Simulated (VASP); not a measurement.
Input of a VASP 6.6.1 run:

Contents of INCAR:

```
PREC     = Accurate       # precision mode
ENCUT    = 520            # plane-wave cutoff, eV
EDIFF    = 1E-6           # SCF threshold, eV
ISMEAR   = 0              # smearing method
SIGMA    = 0.1            # smearing width, eV
LREAL    = False          # projectors in reciprocal space
LASPH    = True           # aspherical terms in the spheres
NELM     = 100            # most SCF steps
ALGO     = Normal         # electronic algorithm
ISIF     = 2              # what is computed and relaxed
LWAVE    = False          # write WAVECAR
LCHARG   = False          # write CHGCAR
GGA      = PS             # functional
NBANDS   = 55             # bands
```

File KPOINTS:

```
regular mesh
0
Gamma
  12 12 4
```

File POSCAR:

```
Ti3C2
1.0
    3.0147195983      0.0000000000      0.0000000000
   -1.5073597991      2.6108237574      0.0000000000
    0.0000000000      0.0000000000     14.8002337068
Ti C
6 4
Direct
    0.3333333333      0.6666666667      0.8420505648
    0.6666666667      0.3333333333      0.3420505648
    0.6666666667      0.3333333333      0.1579494352
    0.3333333333      0.6666666667      0.6579494352
    0.0000000000      0.0000000000      0.0000000000
    0.0000000000      0.0000000000      0.5000000000
    0.6666666667      0.3333333333      0.9138413475
    0.3333333333      0.6666666667      0.4138413475
    0.6666666667      0.3333333333      0.5861586525
    0.3333333333      0.6666666667      0.0861586525
```

Potentials or basis: VASP PAW PBE potentials, release 64 (Ti_sv, C).

Launch:

```console
$ cat potpaw_PBE.64/Ti_sv/POTCAR potpaw_PBE.64/C/POTCAR > POTCAR
$ mpirun -np 1 vasp_std > vasp.out
```

(1) Estimate the largest force.

(2) Predict the band gap on the k mesh.

Answers

(1) 0.018 eV/Å.

(2) zero (bands 44 and 45 overlap by 0.70 eV).

Caveat: the PAW data sets were made with another functional, which shifts forces and pressure a little.
